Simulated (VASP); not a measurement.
# Ti (P6_3/mmc) in VASP: a series of runs

Ti is run at these levels: r2SCAN; tasks: single point.

Everything below comes from runs of VASP 6.6.1. Logs are shortened: lines on timing, memory, paths and dates and some standing lists are left out, and cuts for length are marked.

## 1. The cell of the first run

Symmetry: P6_3/mmc, No. 194, hexagonal system. The conventional cell has a = 2.990 Å, b = 2.990 Å, c = 4.560 Å, α = 90.00°, β = 90.00°, γ = 120.00°. Ti (site symmetry -6m2) has 12 Ti at 2.86 to 2.99 Å within 3.8 Å.

## 2. Single point, r2SCAN

The input, POSCAR:

```
Ti
1.0
    2.9904138122      0.0000000000      0.0000000000
   -1.4952069061      2.5897743292      0.0000000000
    0.0000000000      0.0000000000      4.5601917682
Ti
2
Direct
    0.3333333333      0.6666666667      0.2500000000
    0.6666666667      0.3333333333      0.7500000000
```

The input, INCAR.step1:

```
SYSTEM = Ti
ALGO = Normal
EDIFF = 1E-4
ENCUT = 520
GGA = PE
ISMEAR = -1
LASPH = .TRUE.
LCHARG = .FALSE.
LREAL = .FALSE.
LWAVE = .TRUE.
NBANDS = 19
NELM = 100
PREC = Accurate
SIGMA = 0.02
```

The input, INCAR.step2:

```
SYSTEM = Ti
ALGO = Normal
EDIFF = 1E-7
ENCUT = 520
ISIF = 2
ISMEAR = -1
ISTART = 1
LASPH = .TRUE.
LCHARG = .FALSE.
LMIXTAU = .TRUE.
LREAL = .FALSE.
LWAVE = .FALSE.
METAGGA = R2SCAN
NBANDS = 19
NELM = 100
PREC = Accurate
SIGMA = 0.02
```

The input, KPOINTS:

```
k-points
0
G
  24 24 12
  0 0 0
```

Potentials or basis: VASP PAW PBE potentials, release 64 (Ti_sv).

Launch:

```sh
$ cat potpaw_PBE.64/Ti_sv/POTCAR > POTCAR
$ cp INCAR.step1 INCAR
$ mpirun -np 1 vasp_std > vasp.out
$ cp INCAR.step2 INCAR
$ mpirun -np 1 vasp_std > vasp.out
```

OUTCAR:

```text
SYSTEM = Ti
   EDIFF = 1E-7
   ENCUT = 520
   ISIF = 2
   ISMEAR = -1
   ISTART = 1
   LASPH = .TRUE.
   LREAL = .FALSE.
   METAGGA = R2SCAN
   NELM = 100
   PREC = Accurate

 ion  position               nearest neighbor table
   1  0.333  0.667  0.250-   2 2.86   2 2.86   2 2.86   2 2.86   2 2.86   2 2.86
   2  0.667  0.333  0.750-   1 2.86   1 2.86   1 2.86   1 2.86   1 2.86   1 2.86

  LATTYP: Found a hexagonal cell.
 ALAT       =     2.9904138122
 C/A-ratio  =     1.5249366993

  Lattice vectors:

 A1 = (   2.9904138122,   0.0000000000,   0.0000000000)
 A2 = (  -1.4952069061,   2.5897743292,   0.0000000000)
 A3 = (   0.0000000000,   0.0000000000,   4.5601917682)

Analysis of symmetry for initial positions (statically):
=====================================================================
 Subroutine PRICEL returns:
 Original cell was already a primitive cell.

 Routine SETGRP: Setting up the symmetry group for a
 hexagonal supercell.

 Subroutine GETGRP returns: Found 24 space group operations
 (whereof 12 operations were pure point group operations)
 out of a pool of 24 trial point group operations.

The static configuration has the point symmetry D_3d.
 The point group associated with its full space group is D_6h.

Analysis of symmetry for dynamics (positions and initial velocities):
=====================================================================
 Subroutine PRICEL returns:
 Original cell was already a primitive cell.

 Routine SETGRP: Setting up the symmetry group for a
 hexagonal supercell.

 Subroutine GETGRP returns: Found 24 space group operations
 (whereof 12 operations were pure point group operations)
 out of a pool of 24 trial point group operations.

The dynamic configuration has the point symmetry D_3d.
 The point group associated with its full space group is D_6h.

 Subroutine INISYM returns: Found 24 space group operations
 (whereof 12 operations are pure point group operations),
 and found     1 'primitive' translations

----------------------------------------------------------------------------------------

                                     Primitive cell

  volume of cell :      35.3164

  direct lattice vectors                    reciprocal lattice vectors
     2.990413812  0.000000000  0.000000000     0.334401880  0.193067015  0.000000000
    -1.495206906  2.589774329  0.000000000     0.000000000  0.386134031  0.000000000
     0.000000000  0.000000000  4.560191768     0.000000000  0.000000000  0.219289024
[... 76 lines left out ...]
   ISTART =      1    job   : 0-new  1-cont  2-samecut
   ICHARG =      0    charge: 1-file 2-atom 10-const
   ISPIN  =      1    spin polarized calculation?
   LNONCOLLINEAR =      F non collinear calculations
   LSORBIT =      F    spin-orbit coupling
   LASPH  =      T    aspherical Exc in radial PAW
   ENCUT  =  520.0 eV  38.22 Ry    6.18 a.u.   5.56  5.56  8.48*2*pi/ulx,y,z
   NELM   =    100;   NELMIN=  2; NELMDL=  0     # of ELM steps
   EDIFF  = 0.1E-06   stopping-criterion for ELM
   LREAL  =      F    real-space projection
   EDIFFG = 0.1E-05   stopping-criterion for IOM
   NSW    =      0    number of steps for IOM
   IBRION =     -1    ionic relax: 0-MD 1-quasi-New 2-CG
   NFREE  =      0    steps in history (QN), initial steepest desc. (CG)
   ISIF   =      2    stress and relaxation
   ISYM   =      2    0-nonsym 1-usesym 2-fastsym
   POTIM  = 0.5000    time-step for ionic-motion
   TEBEG  =    0.0;   TEEND  =   0.0 temperature during run
   PSTRESS=    0.0 pullay stress
   NELECT =      24.0000    total number of electrons
   NUPDOWN=      -1.0000    fix difference up-down
   EMIN   =  10.00;   EMAX   =-10.00  energy-range for DOS
   EFERMI =   0.00;   METHOD = LEGACY
   ISMEAR =    -1;   SIGMA  =   0.02  broadening in eV -4-tet -1-fermi 0-gaus
   EFERMI_NEDOS =   21; number of points for ismear=-14 and -15
   IALGO  =     38    algorithm
   IMIX   =      4    mixing-type and parameters
     AMIX     =   0.40;   BMIX     =  1.00
     AMIX_MAG =   1.60;   BMIX_MAG =  1.00
  volume/ion in A,a.u.               =      17.66       119.16
  Fermi-wavevector in a.u.,A,eV,Ry     =   1.439306  2.719894 28.185854  2.071602
  Thomas-Fermi vector in A             =   2.558176
   LORBIT       =      0    0 simple, 1 ext, 2 COOP (PROOUT), +10 PAW based schemes
   METAGGA = R2SCAN    functional components
   LHFCALC =     F    Hartree Fock is set to
   AEXX    =    0.0000 exact exchange contribution
   IVDW    =     0    specifies the selected vdW correction
   LEPSILON=     F    determine dielectric tensor
   LRPA    =     F    only Hartree local field effects (RPA)
 non-spin polarized calculation
  energy-cutoff  :      520.00
  volume of cell :       35.32
 maximum number of plane-waves:      1001
 NGX is ok and might be reduce to    24
   NGX = 11   NGY = 11   NGZ = 17

 number of electron      24.0000013 magnetization

 Free energy of the ion-electron system (eV)
  ---------------------------------------------------
  ext. energy  EPLUGINS =         0.00000000
  ---------------------------------------------------
  free energy    TOTEN  =       -25.88858382 eV

  energy without entropy =      -25.88642152  energy(sigma->0) =      -25.88750267

 E-fermi :   8.2511     XC(G=0): -12.3099

 val. band max:        8.2455811857   @ k =   0.0417  -0.0000   0.4167
 cond. band min:       8.2544832545   @ k =   0.3333   0.2083   0.4167
 fundamental gap:      0.0089020688
 Fermi energy:         8.2511064108

 k-point     1 :       0.0000    0.0000    0.0000
  band No.  band energies     occupation
      1     -51.0603      2.00000
      2     -50.9070      2.00000
      3     -26.6328      2.00000
      4     -25.9904      2.00000
      5     -25.9903      2.00000
      6     -25.8842      2.00000
[... 505 lines left out ...]
      6     -26.1278      2.00000
[... 11 lines left out ...]
     18      12.0264      0.00000
     19      12.5450      0.00000

 [... further k-points ...]
[... 5 lines left out ...]
  --------------------------------------------------------------------------------------
  -------------------------------------------------------------------------------------
  Total       -0.7396052     -0.7396052      0.1860394      0.0000000      0.0000000      0.0000000
  in kB      -33.5532207    -33.5532207      8.4399390      0.0000000      0.0000000      0.0000000
  external PRESSURE =     -19.5555008 kB  Pullay stress =       0.0000000 kB

 VOLUME and BASIS-vectors are now :
 -----------------------------------------------------------------------------
  energy-cutoff  :      520.00
  volume of cell :       35.32
      direct lattice vectors                 reciprocal lattice vectors
     2.990413812  0.000000000  0.000000000     0.334401880  0.193067015  0.000000000
    -1.495206906  2.589774329  0.000000000     0.000000000  0.386134031  0.000000000
     0.000000000  0.000000000  4.560191768     0.000000000  0.000000000  0.219289024

 POSITION                                       TOTAL-FORCE (eV/Angst)
 -----------------------------------------------------------------------------------
     -0.00000      1.72652      1.14005         0.000000     -0.000000      0.000000
      1.49521      0.86326      3.42014        -0.000000      0.000000      0.000000
 -----------------------------------------------------------------------------------
    total drift:                               -0.000000      0.000000     -0.000000

  FREE ENERGIE OF THE ION-ELECTRON SYSTEM (eV)
  ---------------------------------------------------
  free  energy   TOTEN  =       -25.8885838225 eV

  energy  without entropy=      -25.8864215207  energy(sigma->0) =      -25.88750267
```

OSZICAR.step1:

```text
N       E                     dE             d eps       ncg     rms          rms(c)
DAV:   1     0.263051472422E+03    0.26305E+03   -0.13078E+04 16258   0.157E+03
DAV:   2     0.125708419760E+02   -0.25048E+03   -0.24638E+03 16652   0.440E+02
DAV:   3    -0.164664452282E+02   -0.29037E+02   -0.28688E+02 30351   0.123E+02
DAV:   4    -0.177374389702E+02   -0.12710E+01   -0.12687E+01 18725   0.267E+01
DAV:   5    -0.177986360439E+02   -0.61197E-01   -0.61190E-01 24354   0.420E+00    0.117E+01
DAV:   6    -0.156560214672E+02    0.21426E+01   -0.79830E+00 18943   0.280E+01    0.289E+00
DAV:   7    -0.156421127001E+02    0.13909E-01   -0.67325E-01 24449   0.593E+00    0.205E+00
DAV:   8    -0.156671954586E+02   -0.25083E-01   -0.19801E-01 17757   0.512E+00    0.711E-01
DAV:   9    -0.156591785392E+02    0.80169E-02   -0.44308E-02 18357   0.215E+00    0.678E-02
DAV:  10    -0.156595785239E+02   -0.39998E-03   -0.31250E-03 23132   0.331E-01    0.754E-02
DAV:  11    -0.156596112972E+02   -0.32773E-04   -0.10552E-04 12405   0.728E-02
   1 F= -.15659611E+02 E0= -.15658393E+02  d E =-.243725E-02
```

Wall time 32 min (1 thread of Oxide Virtual Turin-like, shared host); peak memory 0.32 GiB.

Results:

- Free energy: -25.8886 eV
- Pressure: -2.0 GPa
- Band gap on the k mesh: zero (bands 12 and 13 overlap by 1.21 eV)

Stress tensor (GPa, compression positive):
```
-3.36  0.00  0.00
 0.00 -3.36  0.00
 0.00  0.00  0.84
```

Caveat: the PAW data sets were made with another functional, which shifts forces and pressure a little.

(Part 1 of 2 ends here.)
